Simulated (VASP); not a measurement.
A run of VASP 6.6.1:

The input INCAR:

```
SYSTEM = Os2C3
PREC = Accurate
ENCUT = 700
EDIFF = 1E-6
ISMEAR = 0
SIGMA = 0.1
LREAL = .FALSE.
LASPH = .TRUE.
NELM = 120
ALGO = Normal
ISIF = 2
LWAVE = .FALSE.
LCHARG = .FALSE.
GGA = PE
NBANDS = 30
GGA_COMPAT = .FALSE.
```

Contents of KPOINTS:

```
regular mesh
0
G
  12 12 8
  0 0 0
```

POSCAR

```
Os2C3
1.0
    3.3121827005      0.0000000000      0.0000000000
   -1.6560913503      2.8684343606      0.0000000000
    0.0000000000      0.0000000000      5.5133696505
Os C
2 3
Direct
    0.3333333333      0.6666666667      0.2602519852
    0.6666666667      0.3333333333      0.7397480148
    0.0000000000      0.0000000000      0.0000000000
    0.3333333333      0.6666666667      0.6345032667
    0.6666666667      0.3333333333      0.3654967333
```

Potentials or basis: VASP PAW PBE potentials, release 64 (Os_sv_GW, C).

Run with:

```sh
$ cat potpaw_PBE.64/Os_sv_GW/POTCAR potpaw_PBE.64/C/POTCAR > POTCAR
$ mpirun -np 1 vasp_std > vasp.out
```

Hardware: 1 thread of Intel(R) Xeon(R) 6975P-C (Granite Rapids) (shared host).

Problem. Estimate the wall time of this run.

Solution. It took 2.6 min on 1 thread of Intel(R) Xeon(R) 6975P-C (Granite Rapids), with other jobs on the host, peak memory 0.39 GiB. Counts: scf iterations 14, k points 131.
